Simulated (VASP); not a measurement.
# Rb (Fd-3m) in VASP: a series of runs

The runs below take Rb through single point, relaxation of cell and atoms, with PBE.

Program: VASP 6.6.1. These are calculated values, not measurements. Logs are shortened: lines on timing, memory, paths and dates and some standing lists are left out, and cuts for length are marked.

**1. The cell of the first run**

Symmetry: Fd-3m, No. 227, cubic system. The conventional cell has a = 6.864 Å, b = 6.864 Å, c = 6.864 Å, α = 90.00°, β = 90.00°, γ = 90.00°. Rb (site symmetry -43m) has 4 Rb at 2.97 Å within 3.9 Å.

**2. Single point, PBE**

Contents of INCAR:

```
SYSTEM = Rb
ALGO = Normal
EDIFF = 1E-6
ENCUT = 520
GGA = PE
ISIF = 2
ISMEAR = -1
LASPH = .True.
LCHARG = .False.
LREAL = .False.
LWAVE = .False.
NBANDS = 16
NELM = 80
PREC = Accurate
SIGMA = 0.08
```

Contents of KPOINTS:

```
k-points
0
Gamma
  9 9 9
  0 0 0
```

Contents of POSCAR:

```
Rb
1.0
    0.0000000000      3.4318857484      3.4318857484
    3.4318857484      0.0000000000      3.4318857484
    3.4318857484      3.4318857484      0.0000000000
Rb
2
Direct
   -0.1250000000     -0.1250000000     -0.1250000000
    0.1250000000      0.1250000000      0.1250000000
```

Potentials or basis: VASP PAW PBE potentials, release 64 (Rb_sv).

Command:

```
$ cat potpaw_PBE.64/Rb_sv/POTCAR > POTCAR
$ mpirun -np 1 vasp_std > vasp.out
```

OUTCAR:

```text
SYSTEM = Rb
   EDIFF = 1E-6
   ENCUT = 520
   GGA = PE
   ISIF = 2
   ISMEAR = -1
   LASPH = .True.
   LREAL = .False.
   NELM = 80
   PREC = Accurate

 ion  position               nearest neighbor table
   1  0.875  0.875  0.875-   2 2.97   2 2.97   2 2.97   2 2.97   2 5.69   2 5.69   2 5.69   2 5.69
                             2 5.69   2 5.69   2 5.69   2 5.69   2 5.69   2 5.69   2 5.69   2 5.69
   2  0.125  0.125  0.125-   1 2.97   1 2.97   1 2.97   1 2.97   1 5.69   1 5.69   1 5.69   1 5.69
                             1 5.69   1 5.69   1 5.69   1 5.69   1 5.69   1 5.69   1 5.69   1 5.69

  LATTYP: Found a face centered cubic cell.
 ALAT       =     6.8637714968

  Lattice vectors:

 A1 = (   0.0000000000,   3.4318857484,   3.4318857484)
 A2 = (   3.4318857484,   0.0000000000,   3.4318857484)
 A3 = (   3.4318857484,   3.4318857484,   0.0000000000)

Analysis of symmetry for initial positions (statically):
=====================================================================
 Subroutine PRICEL returns:
 Original cell was already a primitive cell.

 Routine SETGRP: Setting up the symmetry group for a
 face centered cubic supercell.

 Subroutine GETGRP returns: Found 48 space group operations
 (whereof 12 operations were pure point group operations)
 out of a pool of 48 trial point group operations.

The static configuration has the point symmetry D_3d.
 The point group associated with its full space group is O_h .

Analysis of symmetry for dynamics (positions and initial velocities):
=====================================================================
 Subroutine PRICEL returns:
 Original cell was already a primitive cell.

 Routine SETGRP: Setting up the symmetry group for a
 face centered cubic supercell.

 Subroutine GETGRP returns: Found 48 space group operations
 (whereof 12 operations were pure point group operations)
 out of a pool of 48 trial point group operations.

The dynamic configuration has the point symmetry D_3d.
 The point group associated with its full space group is O_h .

 Subroutine INISYM returns: Found 48 space group operations
 (whereof 12 operations are pure point group operations),
 and found     1 'primitive' translations

----------------------------------------------------------------------------------------

                                     Primitive cell

  volume of cell :      80.8404

  direct lattice vectors                    reciprocal lattice vectors
     0.000000000  3.431885748  3.431885748    -0.145692496  0.145692496  0.145692496
     3.431885748  0.000000000  3.431885748     0.145692496 -0.145692496  0.145692496
     3.431885748  3.431885748  0.000000000     0.145692496  0.145692496 -0.145692496

  length of vectors
     4.853419370  4.853419370  4.853419370     0.252346805  0.252346805  0.252346805

  position of ions in fractional coordinates (direct lattice)
     0.875000000  0.875000000  0.875000000
     0.125000000  0.125000000  0.125000000

  ion indices of the primitive-cell ions
   primitive index   ion index
                 1           1
                 2           2

----------------------------------------------------------------------------------------

 KPOINTS: k-points

Automatic generation of k-mesh.
 Grid dimensions read from file:
 generate k-points for:    9    9    9

 Generating k-lattice:

  Cartesian coordinates                     Fractional coordinates (reciprocal lattice)
    -0.016188055  0.016188055  0.016188055     0.111111111  0.000000000  0.000000000
     0.016188055 -0.016188055  0.016188055     0.000000000  0.111111111  0.000000000
     0.016188055  0.016188055 -0.016188055     0.000000000  0.000000000  0.111111111

  Length of vectors
     0.028038534  0.028038534  0.028038534

  Shift w.r.t. Gamma in fractional coordinates (k-lattice)
     0.000000000  0.000000000  0.000000000

 Subroutine IBZKPT returns following result:
 ===========================================

 Found     35 irreducible k-points:

 Following reciprocal coordinates:
            Coordinates               Weight
  0.000000  0.000000  0.000000      1.000000
  0.111111  0.000000  0.000000      8.000000
  0.222222  0.000000  0.000000      8.000000
  0.333333  0.000000  0.000000      8.000000
  0.444444  0.000000  0.000000      8.000000
  0.111111  0.111111  0.000000      6.000000
[... 16 lines left out ...]
 -0.333333  0.333333  0.000000     12.000000
  0.444444  0.444444  0.000000      6.000000
 [... further k-points ...]
   k-points           NKPTS =     35   k-points in BZ     NKDIM =     35   number of bands    NBANDS=     16
   number of dos      NEDOS =    301   number of ions     NIONS =      2
   total plane-waves  NPLWV =  46656
   dimension x,y,z NGX =    36 NGY =   36 NGZ =   36
   dimension x,y,z NGXF=    72 NGYF=   72 NGZF=   72
   ions per type =               2
   NGX,Y,Z   is equivalent  to a cutoff of  12.33, 12.33, 12.33 a.u.
   NGXF,Y,Z  is equivalent  to a cutoff of  24.66, 24.66, 24.66 a.u.
 SYSTEM =  Rb
   PREC   = accura    normal or accurate (medium, high low for compatibility)
   ISTART =      0    job   : 0-new  1-cont  2-samecut
   ICHARG =      2    charge: 1-file 2-atom 10-const
   ISPIN  =      1    spin polarized calculation?
   LNONCOLLINEAR =      F non collinear calculations
   LSORBIT =      F    spin-orbit coupling
   LASPH  =      T    aspherical Exc in radial PAW
   ENCUT  =  520.0 eV  38.22 Ry    6.18 a.u.   9.02  9.02  9.02*2*pi/ulx,y,z
   NELM   =     80;   NELMIN=  2; NELMDL= -5     # of ELM steps
   EDIFF  = 0.1E-05   stopping-criterion for ELM
   LREAL  =      F    real-space projection
   EDIFFG = 0.1E-04   stopping-criterion for IOM
   NSW    =      0    number of steps for IOM
   IBRION =     -1    ionic relax: 0-MD 1-quasi-New 2-CG
   NFREE  =      0    steps in history (QN), initial steepest desc. (CG)
   ISIF   =      2    stress and relaxation
   ISYM   =      2    0-nonsym 1-usesym 2-fastsym
   POTIM  = 0.5000    time-step for ionic-motion
   TEBEG  =    0.0;   TEEND  =   0.0 temperature during run
   PSTRESS=    0.0 pullay stress
   NELECT =      18.0000    total number of electrons
   NUPDOWN=      -1.0000    fix difference up-down
   EMIN   =  10.00;   EMAX   =-10.00  energy-range for DOS
   EFERMI =   0.00;   METHOD = LEGACY
   ISMEAR =    -1;   SIGMA  =   0.08  broadening in eV -4-tet -1-fermi 0-gaus
   EFERMI_NEDOS =   21; number of points for ismear=-14 and -15
   IALGO  =     38    algorithm
   IMIX   =      4    mixing-type and parameters
     AMIX     =   0.40;   BMIX     =  1.00
     AMIX_MAG =   1.60;   BMIX_MAG =  1.00
  volume/ion in A,a.u.               =      40.42       272.77
  Fermi-wavevector in a.u.,A,eV,Ry     =   0.992254  1.875088 13.395860  0.984568
  Thomas-Fermi vector in A             =   2.124053
   LORBIT       =      0    0 simple, 1 ext, 2 COOP (PROOUT), +10 PAW based schemes
   GGA     = PE    functional components
   LHFCALC =     F    Hartree Fock is set to
   AEXX    =    0.0000 exact exchange contribution
   IVDW    =     0    specifies the selected vdW correction
   LEPSILON=     F    determine dielectric tensor
   LRPA    =     F    only Hartree local field effects (RPA)
 non-spin polarized calculation
  energy-cutoff  :      520.00
  volume of cell :       80.84
 maximum number of plane-waves:      2195
   NGX = 17   NGY = 17   NGZ = 17

 number of electron      18.0000000 magnetization

 Free energy of the ion-electron system (eV)
  ---------------------------------------------------
  ext. energy  EPLUGINS =         0.00000000
  ---------------------------------------------------
  free energy    TOTEN  =         0.86905339 eV

  energy without entropy =        0.92341583  energy(sigma->0) =        0.89623461

 E-fermi :   2.3762     XC(G=0):  -7.8571

 val. band max:        2.3698370673   @ k =  -0.4444   0.1111   0.0000
 cond. band min:       2.4282693512   @ k =   0.4444   0.3333   0.0000
 fundamental gap:      0.0584322839
 Fermi energy:         2.3762286725

 k-point     1 :       0.0000    0.0000    0.0000
  band No.  band energies     occupation
      1     -27.6063      2.00000
      2     -26.5953      2.00000
      3     -11.9820      2.00000
      4     -11.9820      2.00000
      5     -11.9820      2.00000
      6     -10.5730      2.00000
[... 8 lines left out ...]
     15       7.3059      0.00000
     16       7.3059      0.00000

 k-point     2 :       0.1111    0.0000    0.0000
  band No.  band energies     occupation
      1     -27.5852      2.00000
      2     -26.6199      2.00000
      3     -12.0114      2.00000
      4     -12.0114      2.00000
      5     -11.9962      2.00000
      6     -10.5611      2.00000
[... 8 lines left out ...]
     15       6.7099      0.00000
     16       7.2228      0.00000

 k-point     3 :       0.2222    0.0000    0.0000
  band No.  band energies     occupation
      1     -27.5262      2.00000
      2     -26.6876      2.00000
      3     -12.0801      2.00000
      4     -12.0801      2.00000
      5     -12.0370      2.00000
      6     -10.5220      2.00000
[... 8 lines left out ...]
     15       6.4839      0.00000
     16       7.2740      0.00000

 k-point     4 :       0.3333    0.0000    0.0000
  band No.  band energies     occupation
      1     -27.4451      2.00000
      2     -26.7784      2.00000
      3     -12.1503      2.00000
      4     -12.1503      2.00000
      5     -12.0905      2.00000
      6     -10.4640      2.00000
[... 8 lines left out ...]
     15       6.1939      0.00000
     16       8.0843      0.00000
[... 324 lines left out ...]
 k-point    22 :      -0.4444    0.3333    0.0000
  band No.  band energies     occupation
      1     -27.2158      2.00000
      2     -27.0230      2.00000
      3     -12.4729      2.00000
      4     -12.3613      2.00000
      5     -11.5061      2.00000
      6     -11.0572      2.00000
[... 8 lines left out ...]
     15       6.7230      0.00000
     16       7.7215      0.00000

 k-point    23 :      -0.3333    0.3333    0.0000
  band No.  band energies     occupation
      1     -27.2446      2.00000
      2     -26.9933      2.00000
      3     -12.4957      2.00000
      4     -12.3105      2.00000
      5     -11.5995      2.00000
      6     -10.9317      2.00000
[... 8 lines left out ...]
     15       7.4820      0.00000
     16       7.6218      0.00000

 k-point    24 :       0.4444    0.4444    0.0000
  band No.  band energies     occupation
      1     -27.2070      2.00000
      2     -27.0321      2.00000
      3     -12.4117      2.00000
      4     -12.4117      2.00000
      5     -11.4256      2.00000
      6     -11.2011      2.00000
[... 8 lines left out ...]
     15       6.6456      0.00000
     16       7.8166      0.00000

 [... further k-points ...]

------------------------ aborting loop because EDIFF is reached ----------------------------------------

  FORCE on cell =-STRESS in cart. coord.  units (eV):
  Direction    XX          YY          ZZ          XY          YZ          ZX
  --------------------------------------------------------------------------------------
  -------------------------------------------------------------------------------------
  Total        5.1116181      5.1116181      5.1116181     -0.0000000     -0.0000000      0.0000000
  in kB      101.3072497    101.3072497    101.3072497     -0.0000000     -0.0000000      0.0000000
  external PRESSURE =     101.3072497 kB  Pullay stress =       0.0000000 kB

 VOLUME and BASIS-vectors are now :
 -----------------------------------------------------------------------------
  energy-cutoff  :      520.00
  volume of cell :       80.84
      direct lattice vectors                 reciprocal lattice vectors
     0.000000000  3.431885748  3.431885748    -0.145692496  0.145692496  0.145692496
     3.431885748  0.000000000  3.431885748     0.145692496 -0.145692496  0.145692496
     3.431885748  3.431885748  0.000000000     0.145692496  0.145692496 -0.145692496

 POSITION                                       TOTAL-FORCE (eV/Angst)
 -----------------------------------------------------------------------------------
      6.00580      6.00580      6.00580        -0.000000      0.000000      0.000000
      0.85797      0.85797      0.85797         0.000000     -0.000000     -0.000000
 -----------------------------------------------------------------------------------
    total drift:                               -0.000000      0.000000      0.000000

  FREE ENERGIE OF THE ION-ELECTRON SYSTEM (eV)
  ---------------------------------------------------
  free  energy   TOTEN  =         0.8690533876 eV

  energy  without entropy=        0.9234158252  energy(sigma->0) =        0.89623461
```

It took 53 s on 1 thread of Intel Xeon Platinum 8259CL at 2.50GHz (Skylake/Cascade Lake), shared host; peak memory 0.21 GiB.

Results:

```yaml
Free_energy: 0.8691 eV
Pressure: 10.1 GPa
Band_gap_on_the_k_mesh: zero (band 9 reaches 2.37 eV, above the bottom of band 10 at 2.31 eV)
```

Levels at points of the mesh, in eV from the Fermi level:
```
           k point  band 7  band 8  band 9  band 10  band 11  band 12
(0.00, 0.00, 0.00)  -12.95  -12.95   -2.36     2.09     2.09     3.28
```

**3. Single point, PBE**

Contents of INCAR:

```
ALGO     = Normal         # electronic algorithm
EDIFF    = 1E-6           # SCF threshold, eV
ENCUT    = 520            # plane-wave cutoff, eV
GGA      = PE             # functional
ISIF     = 2              # what is computed and relaxed
ISMEAR   = -1             # smearing method
LASPH    = T              # aspherical terms in the spheres
LCHARG   = T              # write CHGCAR
LELF     = T              # ELF
LREAL    = F              # projectors in reciprocal space
LVHAR    = T            
LWAVE    = F              # write WAVECAR
NBANDS   = 16             # bands
NELM     = 80             # most SCF steps
PREC     = Accurate       # precision mode
SIGMA    = 0.08           # smearing width, eV
```

Contents of KPOINTS:

```
k-points
0
Gamma
  9 9 9
```

POSCAR is that of step 2.

Potentials or basis: VASP PAW PBE potentials, release 64 (Rb_sv).

Command:

```
$ cat potpaw_PBE.64/Rb_sv/POTCAR > POTCAR
$ mpirun -np 1 vasp_std > vasp.out
```

Run time: 62 s. Hardware: 1 thread of Intel Xeon Platinum 8259CL at 2.50GHz (Skylake/Cascade Lake), shared host; peak memory 0.21 GiB.

The run converged. Its results:

- Free energy: 0.8691 eV
- Pressure: 10.1 GPa
- Band gap on the k mesh: zero (band 9 reaches 2.37 eV, above the bottom of band 10 at 2.31 eV)

Levels at points of the mesh, in eV from the Fermi level:
| k point | band 7 | band 8 | band 9 | band 10 | band 11 | band 12 |
| --- | --- | --- | --- | --- | --- | --- |
| (0.00, 0.00, 0.00) | -12.95 | -12.95 | -2.36 | 2.09 | 2.09 | 3.28 |

[end of part 1 of 2]
